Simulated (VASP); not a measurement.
Wanted: the native input for a VASP 6.6.1 run.

```yaml
Task: single point
Functional: PBEsol
Potentials_or_basis: VASP PAW PBE potentials, release 64 (Be, Te)
Cutoff: 520 eV
k_mesh: 15 × 15 × 15
Occupations: fermi-dirac, width 0.08 eV
Spin: no spin polarisation
Dipole_correction: no
Further_INCAR_settings: ALGO = Normal; EDIFF = 1e-06; NBANDS = 11
```

The structure of BeTe (rocksalt type) lies in POSCAR:

```
BeTe
1.0
    0.0000000000      2.4607274692      2.4607274692
    2.4607274692      0.0000000000      2.4607274692
    2.4607274692      2.4607274692      0.0000000000
Be Te
1 1
Direct
    0.0000000000      0.0000000000      0.0000000000
    0.5000000000      0.5000000000      0.5000000000
```

One way to write it, as run:

INCAR

```
SYSTEM = BeTe
PREC = Accurate ; ENCUT = 520
EDIFF = 1E-6 ; ISMEAR = -1
SIGMA = 0.08 ; LREAL = .FALSE.
LASPH = .TRUE. ; NELM = 100
ALGO = Normal ; ISIF = 2
LWAVE = .FALSE. ; LCHARG = .FALSE.
GGA = PS ; NBANDS = 11
```

KPOINTS

```
Automatic mesh
0
G
  15 15 15
  0 0 0
```

Potentials or basis: VASP PAW PBE potentials, release 64 (Be, Te).

Launch:

```sh
$ cat potpaw_PBE.64/Be/POTCAR potpaw_PBE.64/Te/POTCAR > POTCAR
$ mpirun -np 1 vasp_std > vasp.out
```

It gave:

```
Pressure               : 26.1 GPa
Band gap on the k mesh : zero (bands 4 and 5 overlap by 1.34 eV)
```

Caveat: the cell stands under pressure; the PAW data sets were made with another functional, which shifts forces and pressure a little; spin-orbit coupling is left out, which moves the levels of the heavy elements.

It took 20 s on 1 thread of AMD EPYC 9R45 96-Core Processor (Zen 5), on a shared host, peak memory 0.15 GiB.
